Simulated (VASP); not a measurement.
# GaN (I-4m2) in VASP: further runs, part 2 of 2

VASP 6.6.1. Earlier steps stand in the parts before.

### 5 Single point, PBE (strain +0.025 along x and y, +0.050 along z)

Input file INCAR:

```
PREC     = Accurate       # precision mode
ENCUT    = 520            # plane-wave cutoff, eV
EDIFF    = 1E-7           # SCF threshold, eV
ISMEAR   = 0              # smearing method
SIGMA    = 0.05           # smearing width, eV
LREAL    = False          # projectors in reciprocal space
LASPH    = True           # aspherical terms in the spheres
NELM     = 100            # most SCF steps
ALGO     = Normal         # electronic algorithm
ISIF     = 2              # what is computed and relaxed
LWAVE    = False          # write WAVECAR
LCHARG   = True           # write CHGCAR
GGA      = PE             # functional
LELF     = True           # ELF
LVHAR    = True         
NBANDS   = 16             # bands
```

Input file KPOINTS:

```
regular mesh
0
Gamma
  10 10 10
```

Input file POSCAR:

```
GaN
1.0
    0.0000000000      2.3098381227      2.3661756379
    2.3098381227      0.0000000000      2.3661756379
    2.3098381227      2.3098381227      0.0000000000
Ga N
1 1
Direct
    0.0000000000      0.0000000000      0.0000000000
    0.7500000000      0.7500000000      0.7500000000
```

Potentials or basis: VASP PAW PBE potentials, release 64 (Ga_d, N).

Command:

```bash
> cat potpaw_PBE.64/Ga_d/POTCAR potpaw_PBE.64/N/POTCAR > POTCAR
> mpirun -np 1 vasp_std > vasp.out
```

OUTCAR:

```text
PREC = Accurate
   ENCUT = 520
   EDIFF = 1E-7
   ISMEAR = 0
   LREAL = False
   LASPH = True
   NELM = 100
   ISIF = 2
   GGA = PE

 ion  position               nearest neighbor table
   1  0.000  0.000  0.000-   2 2.02   2 2.02   2 2.02   2 2.02
   2  0.750  0.750  0.750-   1 2.02   1 2.02   1 2.02   1 2.02

  LATTYP: Found a body centered tetragonal cell.
 ALAT       =     3.2666044000
 C/A-ratio  =     1.4487065761

  Lattice vectors:

 A1 = (  -2.3098381227,   0.0000000000,   2.3661756379)
 A2 = (   2.3098381227,   0.0000000000,   2.3661756379)
 A3 = (   0.0000000000,   2.3098381227,  -2.3661756379)

Analysis of symmetry for initial positions (statically):
=====================================================================
 Subroutine PRICEL returns:
 Original cell was already a primitive cell.

 Routine SETGRP: Setting up the symmetry group for a
 body centered tetragonal supercell.

 Subroutine GETGRP returns: Found  8 space group operations
 (whereof  8 operations were pure point group operations)
 out of a pool of 16 trial point group operations.

The static configuration has the point symmetry D_2d.

Analysis of symmetry for dynamics (positions and initial velocities):
=====================================================================
 Subroutine PRICEL returns:
 Original cell was already a primitive cell.

 Routine SETGRP: Setting up the symmetry group for a
 body centered tetragonal supercell.

 Subroutine GETGRP returns: Found  8 space group operations
 (whereof  8 operations were pure point group operations)
 out of a pool of 16 trial point group operations.

The dynamic configuration has the point symmetry D_2d.

 Subroutine INISYM returns: Found  8 space group operations
 (whereof  8 operations are pure point group operations),
 and found     1 'primitive' translations
[... 105 lines left out ...]
   PSTRESS=    0.0 pullay stress
   NELECT =      18.0000    total number of electrons
   NUPDOWN=      -1.0000    fix difference up-down
   EMIN   =  10.00;   EMAX   =-10.00  energy-range for DOS
   EFERMI =   0.00;   METHOD = LEGACY
   ISMEAR =     0;   SIGMA  =   0.05  broadening in eV -4-tet -1-fermi 0-gaus
   EFERMI_NEDOS =   21; number of points for ismear=-14 and -15
   IALGO  =     38    algorithm
   IMIX   =      4    mixing-type and parameters
     AMIX     =   0.40;   BMIX     =  1.00
     AMIX_MAG =   1.60;   BMIX_MAG =  1.00
  volume/ion in A,a.u.               =      12.62        85.19
  Fermi-wavevector in a.u.,A,eV,Ry     =   1.462466  2.763659 29.100215  2.138805
  Thomas-Fermi vector in A             =   2.578676
   LORBIT       =      0    0 simple, 1 ext, 2 COOP (PROOUT), +10 PAW based schemes
   GGA     = PE    functional components
   LHFCALC =     F    Hartree Fock is set to
   AEXX    =    0.0000 exact exchange contribution
   IVDW    =     0    specifies the selected vdW correction
   LEPSILON=     F    determine dielectric tensor
   LRPA    =     F    only Hartree local field effects (RPA)
 non-spin polarized calculation
 Gauss-broadening in eV      SIGMA  =   0.05
  energy-cutoff  :      520.00
  volume of cell :       25.25
 maximum number of plane-waves:       692
 NGX is ok and might be reduce to    28
   NGX = 13   NGY = 13   NGZ = 13

 number of electron      18.0000003 magnetization

 Free energy of the ion-electron system (eV)
  ---------------------------------------------------
  ext. energy  EPLUGINS =         0.00000000
  ---------------------------------------------------
  free energy    TOTEN  =       -12.09237180 eV

  energy without entropy =      -12.09237180  energy(sigma->0) =      -12.09237180

 E-fermi :   4.5270     XC(G=0): -11.1523

 val. band max:        4.3067532518   @ k =   0.0000   0.0000   0.0000
 cond. band min:       5.3612614734   @ k =   0.0000   0.0000   0.0000
 fundamental gap:      1.0545082216
 Fermi energy:         4.5270354054

 k-point     1 :       0.0000    0.0000    0.0000
  band No.  band energies     occupation
      1     -10.8749      2.00000
      2      -9.1464      2.00000
      3      -9.1237      2.00000
      4      -9.1237      2.00000
      5      -8.9006      2.00000
      6      -8.8979      2.00000
[... 433 lines left out ...]
      3      -8.9614      2.00000
      4      -8.9612      2.00000
      5      -8.8594      2.00000
      6      -7.8955      2.00000
[... 8 lines left out ...]
     15      25.0563      0.00000
     16      25.8362      0.00000

 [... further k-points ...]
[... 5 lines left out ...]
  --------------------------------------------------------------------------------------
  -------------------------------------------------------------------------------------
  Total       -1.4469879     -1.4469879     -1.9435281      0.0000000      0.0000000     -0.0000000
  in kB      -91.8196049    -91.8196049   -123.3279016      0.0000000      0.0000000     -0.0000000
  external PRESSURE =    -102.3223705 kB  Pullay stress =       0.0000000 kB

 VOLUME and BASIS-vectors are now :
 -----------------------------------------------------------------------------
  energy-cutoff  :      520.00
  volume of cell :       25.25
      direct lattice vectors                 reciprocal lattice vectors
     0.000000000  2.309838123  2.366175638    -0.216465386  0.216465386  0.211311448
     2.309838123  0.000000000  2.366175638     0.216465386 -0.216465386  0.211311448
     2.309838123  2.309838123  0.000000000     0.216465386  0.216465386 -0.211311448

 POSITION                                       TOTAL-FORCE (eV/Angst)
 -----------------------------------------------------------------------------------
      0.00000      0.00000      0.00000         0.000000      0.000000      0.000000
      3.46476      3.46476      3.54926        -0.000000     -0.000000      0.000000
 -----------------------------------------------------------------------------------
    total drift:                               -0.000005     -0.000005     -0.000001

  FREE ENERGIE OF THE ION-ELECTRON SYSTEM (eV)
  ---------------------------------------------------
  free  energy   TOTEN  =       -12.0923718022 eV

  energy  without entropy=      -12.0923718022  energy(sigma->0) =      -12.09237180
```

OSZICAR:

```text
N       E                     dE             d eps       ncg     rms          rms(c)
DAV:   1     0.897105364803E+02    0.89711E+02   -0.93566E+03  3504   0.195E+03
DAV:   2    -0.706677251689E+01   -0.96777E+02   -0.90266E+02  3776   0.339E+02
DAV:   3    -0.138626051845E+02   -0.67958E+01   -0.67658E+01  3720   0.745E+01
DAV:   4    -0.139497184201E+02   -0.87113E-01   -0.87094E-01  4392   0.928E+00
DAV:   5    -0.139507627493E+02   -0.10443E-02   -0.10443E-02  3768   0.895E-01    0.740E+00
DAV:   6    -0.121063963671E+02    0.18444E+01   -0.50561E+00  4904   0.370E+01    0.273E+00
DAV:   7    -0.121007713598E+02    0.56250E-02   -0.28431E-01  3520   0.701E+00    0.174E+00
DAV:   8    -0.120975264002E+02    0.32450E-02   -0.81986E-02  3552   0.311E+00    0.963E-01
DAV:   9    -0.120919852731E+02    0.55411E-02   -0.12764E-02  4632   0.219E+00    0.315E-01
DAV:  10    -0.120924357750E+02   -0.45050E-03   -0.13739E-03  3528   0.351E-01    0.191E-01
DAV:  11    -0.120923685484E+02    0.67227E-04   -0.19859E-04  4520   0.264E-01    0.380E-02
DAV:  12    -0.120923718536E+02   -0.33052E-05   -0.22386E-05  3656   0.447E-02    0.169E-02
DAV:  13    -0.120923716234E+02    0.23019E-06   -0.15783E-06  5248   0.177E-02    0.528E-03
DAV:  14    -0.120923718544E+02   -0.23102E-06   -0.19244E-07  3392   0.401E-03    0.200E-03
DAV:  15    -0.120923718022E+02    0.52239E-07   -0.18339E-08  1848   0.116E-03
   1 F= -.12092372E+02 E0= -.12092372E+02  d E =-.209842E-12
```

Wall time 38 s (1 thread of Intel Xeon 6975P-C, shared host); peak memory 0.18 GiB.

Results:

```
Free energy            : -12.0924 eV
Pressure               : -10.2 GPa
Band gap on the k mesh : 1.05 eV, direct
```

Caveat: the cell differs from its parent crystal (strain +0.025 along x and y, +0.050 along z).

### 6 The runs side by side

| cell | gap on the mesh (eV) | pressure (GPa) |
| --- | --- | --- |
| a = 3.229, b = 3.229, c = 3.107 Å, angles 61.2, 61.2, 57.5°, 2 atoms | 1.58 | 5.1 |
| a = 3.227, b = 3.227, c = 3.187 Å, angles 60.4, 60.4, 59.2°, 2 atoms | 1.52 | 0.5 |
| a = 3.227, b = 3.227, c = 3.267 Å, angles 59.6, 59.6, 60.8°, 2 atoms | 1.33 | -3.5 |
| a = 3.307, b = 3.307, c = 3.267 Å, angles 60.4, 60.4, 59.2°, 2 atoms | 1.05 | -10.2 |

Alike in all rows: task single point; level PBE; potentials or basis VASP PAW PBE potentials, release 64 (Ga_d, N); no spin polarisation; k mesh 10 × 10 × 10; cutoff (eV) 520; smearing gaussian 0.05 eV.

Absolute energies hang on the potentials; compare differences alone.
